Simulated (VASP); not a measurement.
# La (P6_3/mmc) in VASP: single point with PBE

Aim: the single point of La with PBE.

Everything below comes from runs of VASP 6.6.1. Logs are shortened: lines on timing, memory, paths and dates and some standing lists are left out, and cuts for length are marked.

**1. The cell of the first run**

It takes space group P6_3/mmc (No. 194, hexagonal). Conventional cell: a = 3.765 Å, b = 3.765 Å, c = 6.117 Å, α = 90.00°, β = 90.00°, γ = 120.00°. Within 4.9 Å of La (site symmetry -6m2) lie 12 La at 3.75 to 3.77 Å.

**2. Single point, PBE**

POSCAR reads:

```
La
1.0
    3.7651257880      0.0000000000      0.0000000000
   -1.8825628940      3.2606945808      0.0000000000
    0.0000000000      0.0000000000      6.1171230411
La
2
Direct
    0.3333333333      0.6666666667      0.7500000000
    0.6666666667      0.3333333333      0.2500000000
```

INCAR.step1 reads:

```
SYSTEM = La
PREC     = Accurate       ! precision mode
ENCUT    = 520            ! plane-wave cutoff, eV
EDIFF    = 1E-7           ! SCF threshold, eV
ISMEAR   = 0              ! smearing method
SIGMA    = 0.05           ! smearing width, eV
LREAL    = .False.        ! projectors in reciprocal space
LASPH    = .True.         ! aspherical terms in the spheres
NELM     = 100            ! most SCF steps
ALGO     = Fast           ! electronic algorithm
ISIF     = 2              ! what is computed and relaxed
LWAVE    = .False.        ! write WAVECAR
LCHARG   = .True.         ! write CHGCAR
LMAXMIX  = 6              ! l up to which the mixer works
GGA      = PE             ! functional
NBANDS   = 18             ! bands
```

KPOINTS.step1 reads:

```
regular mesh
0
Gamma
  14 14 8
  0 0 0
```

INCAR.step2 reads:

```
SYSTEM = La
PREC     = Accurate       ! precision mode
ENCUT    = 520            ! plane-wave cutoff, eV
EDIFF    = 1E-7           ! SCF threshold, eV
ISMEAR   = -5             ! smearing method
SIGMA    = 0.05           ! smearing width, eV
LREAL    = .False.        ! projectors in reciprocal space
LASPH    = .True.         ! aspherical terms in the spheres
NELM     = 100            ! most SCF steps
ALGO     = Fast           ! electronic algorithm
ISIF     = 2              ! what is computed and relaxed
LWAVE    = .False.        ! write WAVECAR
LCHARG   = .False.        ! write CHGCAR
LMAXMIX  = 6              ! l up to which the mixer works
GGA      = PE             ! functional
LORBIT   = 10             ! projections on sites
NBANDS   = 18             ! bands
NEDOS    = 1001           ! points of the DOS
ICHARG   = 11             ! starting density
```

KPOINTS.step2 reads:

```
regular mesh
0
Gamma
  21 21 12
  0 0 0
```

Potentials or basis: VASP PAW PBE potentials, release 64 (La).

The run is started by

```bash
> cat potpaw_PBE.64/La/POTCAR > POTCAR
> cp INCAR.step1 INCAR
> cp KPOINTS.step1 KPOINTS
> mpirun -np 1 vasp_std > vasp.out
> cp INCAR.step2 INCAR
> cp KPOINTS.step2 KPOINTS
> mpirun -np 1 vasp_std > vasp.out
```

OUTCAR:

```text
SYSTEM = La
   PREC = Accurate
   ENCUT = 520
   EDIFF = 1E-7
   ISMEAR = -5
   LREAL = .False.
   LASPH = .True.
   NELM = 100
   ISIF = 2
   GGA = PE
   LORBIT = 10
   ICHARG = 11

 ion  position               nearest neighbor table
   1  0.333  0.667  0.750-
   2  0.667  0.333  0.250-

  LATTYP: Found a hexagonal cell.
 ALAT       =     3.7651257880
 C/A-ratio  =     1.6246795952

  Lattice vectors:

 A1 = (   3.7651257880,   0.0000000000,   0.0000000000)
 A2 = (  -1.8825628940,   3.2606945808,   0.0000000000)
 A3 = (   0.0000000000,   0.0000000000,   6.1171230411)

Analysis of symmetry for initial positions (statically):
=====================================================================
 Subroutine PRICEL returns:
 Original cell was already a primitive cell.

 Routine SETGRP: Setting up the symmetry group for a
 hexagonal supercell.

 Subroutine GETGRP returns: Found 24 space group operations
 (whereof 12 operations were pure point group operations)
 out of a pool of 24 trial point group operations.

The static configuration has the point symmetry D_3d.
 The point group associated with its full space group is D_6h.

Analysis of symmetry for dynamics (positions and initial velocities):
=====================================================================
 Subroutine PRICEL returns:
 Original cell was already a primitive cell.

 Routine SETGRP: Setting up the symmetry group for a
 hexagonal supercell.

 Subroutine GETGRP returns: Found 24 space group operations
 (whereof 12 operations were pure point group operations)
 out of a pool of 24 trial point group operations.

The dynamic configuration has the point symmetry D_3d.
 The point group associated with its full space group is D_6h.

 Subroutine INISYM returns: Found 24 space group operations
 (whereof 12 operations are pure point group operations),
 and found     1 'primitive' translations

----------------------------------------------------------------------------------------

                                     Primitive cell

  volume of cell :      75.0995

  direct lattice vectors                    reciprocal lattice vectors
     3.765125788  0.000000000  0.000000000     0.265595376  0.153341562  0.000000000
    -1.882562894  3.260694581  0.000000000     0.000000000  0.306683124  0.000000000
     0.000000000  0.000000000  6.117123041     0.000000000  0.000000000  0.163475541

  length of vectors
     3.765125788  3.765125788  6.117123041     0.306683124  0.306683124  0.163475541
[... 85 lines left out ...]
   EDIFFG = 0.1E-05   stopping-criterion for IOM
   NSW    =      0    number of steps for IOM
   IBRION =     -1    ionic relax: 0-MD 1-quasi-New 2-CG
   NFREE  =      0    steps in history (QN), initial steepest desc. (CG)
   ISIF   =      2    stress and relaxation
   ISYM   =      2    0-nonsym 1-usesym 2-fastsym
   POTIM  = 0.5000    time-step for ionic-motion
   TEBEG  =    0.0;   TEEND  =   0.0 temperature during run
   PSTRESS=    0.0 pullay stress
   NELECT =      22.0000    total number of electrons
   NUPDOWN=      -1.0000    fix difference up-down
   EMIN   =  10.00;   EMAX   =-10.00  energy-range for DOS
   EFERMI =   0.00;   METHOD = LEGACY
   ISMEAR =    -5;   SIGMA  =   0.05  broadening in eV -4-tet -1-fermi 0-gaus
   EFERMI_NEDOS =   21; number of points for ismear=-14 and -15
   IALGO  =     68    algorithm
   IMIX   =      4    mixing-type and parameters
     AMIX     =   0.40;   BMIX     =  1.00
     AMIX_MAG =   1.60;   BMIX_MAG =  1.00
  volume/ion in A,a.u.               =      37.55       253.40
  Fermi-wavevector in a.u.,A,eV,Ry     =   1.087268  2.054639 16.084163  1.182153
  Thomas-Fermi vector in A             =   2.223424
   LORBIT       =     10    0 simple, 1 ext, 2 COOP (PROOUT), +10 PAW based schemes
   GGA     = PE    functional components
   LHFCALC =     F    Hartree Fock is set to
   AEXX    =    0.0000 exact exchange contribution
   IVDW    =     0    specifies the selected vdW correction
   LEPSILON=     F    determine dielectric tensor
   LRPA    =     F    only Hartree local field effects (RPA)
 non-spin polarized calculation
 RMM-DIIS sequential band-by-band and
 Fermi weights with tetrahedron method with Bloechl corrections
  energy-cutoff  :      520.00
  volume of cell :       75.10
 maximum number of plane-waves:      2041
 NGX is ok and might be reduce to    28

 number of electron      21.9999998 magnetization

 Free energy of the ion-electron system (eV)
  ---------------------------------------------------
  ext. energy  EPLUGINS =         0.00000000
  ---------------------------------------------------
  free energy    TOTEN  =        -9.71224308 eV

  energy without entropy =       -9.71224308  energy(sigma->0) =       -9.71224308

 E-fermi :   7.7509     XC(G=0):  -9.5165

 val. band max:        7.8014736353   @ k =   0.1905   0.1905   0.4167
 cond. band min:       7.7159071381   @ k =   0.1905   0.0000   0.5000
 fundamental gap:     -0.0855664971
 Fermi energy:         7.7509373990

 k-point     1 :       0.0000    0.0000    0.0000
  band No.  band energies     occupation
      1     -25.1239      2.00000
      2     -24.9332      2.00000
      3      -9.4731      2.00000
      4      -8.3248      2.00000
      5      -8.3248      2.00000
      6      -8.1497      2.00000
[... 481 lines left out ...]
      5      -8.7175      2.00000
      6      -8.4664      2.00000
[... 10 lines left out ...]
     17       9.4990      0.00000
     18       9.6020      0.00000

 [... further k-points ...]
[... 5 lines left out ...]
  --------------------------------------------------------------------------------------
  -------------------------------------------------------------------------------------
  Total       -0.0210980     -0.0210980      0.0323879      0.0000000      0.0000000      0.0000000
  in kB       -0.4501061     -0.4501061      0.6909656      0.0000000      0.0000000      0.0000000
  external PRESSURE =      -0.0697489 kB  Pullay stress =       0.0000000 kB

 VOLUME and BASIS-vectors are now :
 -----------------------------------------------------------------------------
  energy-cutoff  :      520.00
  volume of cell :       75.10
      direct lattice vectors                 reciprocal lattice vectors
     3.765125788  0.000000000  0.000000000     0.265595376  0.153341562  0.000000000
    -1.882562894  3.260694581  0.000000000     0.000000000  0.306683124  0.000000000
     0.000000000  0.000000000  6.117123041     0.000000000  0.000000000  0.163475541

 POSITION                                       TOTAL-FORCE (eV/Angst)
 -----------------------------------------------------------------------------------
     -0.00000      2.17380      4.58784        -0.000000      0.000000      0.000000
      1.88256      1.08690      1.52928         0.000000     -0.000000      0.000000
 -----------------------------------------------------------------------------------
    total drift:                                0.000000     -0.000000      0.000000

  FREE ENERGIE OF THE ION-ELECTRON SYSTEM (eV)
  ---------------------------------------------------
  free  energy   TOTEN  =        -9.7122430797 eV

  energy  without entropy=       -9.7122430797  energy(sigma->0) =       -9.71224308

 total charge

# of ion       s       p       d       f       tot
--------------------------------------------------
    1        2.068   5.558   0.875   0.081   8.583
    2        2.068   5.558   0.875   0.081   8.583
--------------------------------------------------
tot          4.136  11.116   1.751   0.163  17.165
```

OUTCAR.step1:

```text
SYSTEM = La
   PREC = Accurate
   ENCUT = 520
   EDIFF = 1E-7
   ISMEAR = 0
   LREAL = .False.
   LASPH = .True.
[... 730 lines left out ...]
     -0.00000      2.17380      4.58784         0.000000      0.000000      0.000000
      1.88256      1.08690      1.52928        -0.000000      0.000000      0.000000
 -----------------------------------------------------------------------------------
    total drift:                                0.000000     -0.000000      0.000000

  FREE ENERGIE OF THE ION-ELECTRON SYSTEM (eV)
  ---------------------------------------------------
  free  energy   TOTEN  =        -9.7127922677 eV

  energy  without entropy=       -9.7066507596  energy(sigma->0) =       -9.70972151
```

OSZICAR.step1:

```text
N       E                     dE             d eps       ncg     rms          rms(c)
DAV:   1     0.253527230084E+03    0.25353E+03   -0.80734E+03  4320   0.168E+03
DAV:   2     0.278380660866E+02   -0.22569E+03   -0.22233E+03  6128   0.301E+02
DAV:   3    -0.624432102906E+01   -0.34082E+02   -0.33418E+02  7160   0.137E+02
[... 49 lines left out ...]
RMM:  53    -0.971279183945E+01   -0.13776E-06   -0.11252E-06  4882   0.904E-03    0.100E-03
RMM:  54    -0.971279196675E+01   -0.12731E-06   -0.10186E-06  4789   0.900E-03    0.711E-04
RMM:  55    -0.971279207468E+01   -0.10792E-06   -0.94040E-07  4746   0.878E-03    0.558E-04
RMM:  56    -0.971279217808E+01   -0.10341E-06   -0.85706E-07  4701   0.852E-03    0.376E-04
RMM:  57    -0.971279226768E+01   -0.89603E-07   -0.78743E-07  4653   0.848E-03
   1 F= -.97127923E+01 E0= -.97097215E+01  d E =-.614151E-02
```

Run time: 70 min. Hardware: 1 thread of Intel Xeon Platinum 8259CL at 2.50GHz (Skylake/Cascade Lake), shared host; peak memory 0.55 GiB.

Results:

| Item | Value |
| --- | --- |
| Valence electrons inside the program's atomic spheres | La 8.58 |

Levels at points of the mesh, in eV from the Fermi level:
```
           k point  band 9  band 10  band 11  band 12  band 13  band 14
(0.00, 0.00, 0.00)   -3.18    -1.73     1.09     1.33     1.33     1.53
(0.00, 0.00, 0.50)   -1.88    -1.88     0.59     0.59     1.39     1.39
```

Caveat: spin-orbit coupling is left out, which moves the levels of the heavy elements.
